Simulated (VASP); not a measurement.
Input of a VASP 6.6.1 run:

The input INCAR:

```
SYSTEM = PC2
ALGO     = Normal         ! electronic algorithm
EDIFF    = 1E-6           ! SCF threshold, eV
EDIFFG   = -0.08          ! ionic threshold
ENCUT    = 600            ! plane-wave cutoff, eV
GGA      = PE             ! functional
IBRION   = 2              ! ionic algorithm
ISIF     = 3              ! what is computed and relaxed
ISMEAR   = 0              ! smearing method
LASPH    = .True.         ! aspherical terms in the spheres
LCHARG   = .False.        ! write CHGCAR
LREAL    = .False.        ! projectors in reciprocal space
LWAVE    = .False.        ! write WAVECAR
NELM     = 100            ! most SCF steps
NSW      = 36             ! ionic steps
PREC     = Accurate       ! precision mode
SIGMA    = 0.2            ! smearing width, eV
```

KPOINTS

```
k-points
0
Gamma
  4 4 3
  0 0 0
```

Contents of POSCAR:

```
PC2
1.0
    2.1500000000     -4.2000000000      0.0000000000
    2.1500000000      4.2000000000      0.0000000000
   -0.4444942900      0.0000000000      5.0805929600
P C
2 4
Direct
    0.8600000000      0.8600000000      0.8140000000
    0.1400000000      0.1400000000      0.1860000000
    0.4890000000      0.8410000000      0.9700000000
    0.5110000000      0.1590000000      0.0300000000
    0.1590000000      0.5110000000      0.0300000000
    0.8410000000      0.4890000000      0.9700000000
```

Potentials or basis: VASP PAW PBE potentials, release 64 (P, C).

Command:

```console
$ cat potpaw_PBE.64/P/POTCAR potpaw_PBE.64/C/POTCAR > POTCAR
$ mpirun -np 1 vasp_std > vasp.out
```

Question: What does it give for the relaxed volume?

Answer: 15.62 Å³/atom.

Question: Estimate the space group after relaxing (to 0.05 Å).

Answer: C2/m (No. 12).

Question: Estimate the band gap on the k mesh.

Answer: Zero (band 13 reaches 3.05 eV, above the bottom of band 14 at 2.96 eV).

The path:
| step | energy change (eV) | largest force (eV/Å) | pressure (GPa) | volume (Å³) |
| --- | --- | --- | --- | --- |
| 1 | 0.0000 | 2.2623 | -6.60 | 91.76 |
| 2 | 0.3010 | 7.4384 | 24.95 | 83.29 |
| 3 | -0.6942 | 1.4435 | 4.98 | 87.77 |
| 4 | -1.0627 | 1.6047 | 0.56 | 90.82 |
| 5 | -1.0734 | 1.3244 | 1.02 | 90.42 |
| 6 | -1.0967 | 1.2809 | -0.57 | 93.35 |
| 7 | -1.1740 | 0.4722 | -0.04 | 91.98 |
| 8 | -1.2537 | 0.5306 | 0.74 | 92.70 |
| 9 | -1.2552 | 0.6470 | 0.88 | 92.82 |
| 10 | -1.2804 | 0.3708 | -1.37 | 94.17 |
| 11 | -1.2844 | 0.2758 | -0.80 | 93.79 |
| 12 | -1.2969 | 0.3271 | -0.03 | 93.45 |
| 13 | -1.2970 | 0.3018 | -0.08 | 93.47 |
| 14 | -1.3031 | 0.1108 | 0.71 | 93.21 |
| 15 | -1.3033 | 0.0893 | 0.58 | 93.25 |
| 16 | -1.3054 | 0.1283 | -0.32 | 93.74 |
| 17 | -1.3054 | 0.1264 | -0.29 | 93.72 |
| 18 | -1.3072 | 0.0409 | -0.29 | 93.73 |

Caveat: the k points lie up to 0.43 Å⁻¹ apart in the final cell; this functional lacks dispersion, which binds the layers, so the pressure and a relaxed spacing across them are unreliable; the relaxation stopped at a loose force limit of 0.08 eV/Å, so its end isn't a converged minimum.
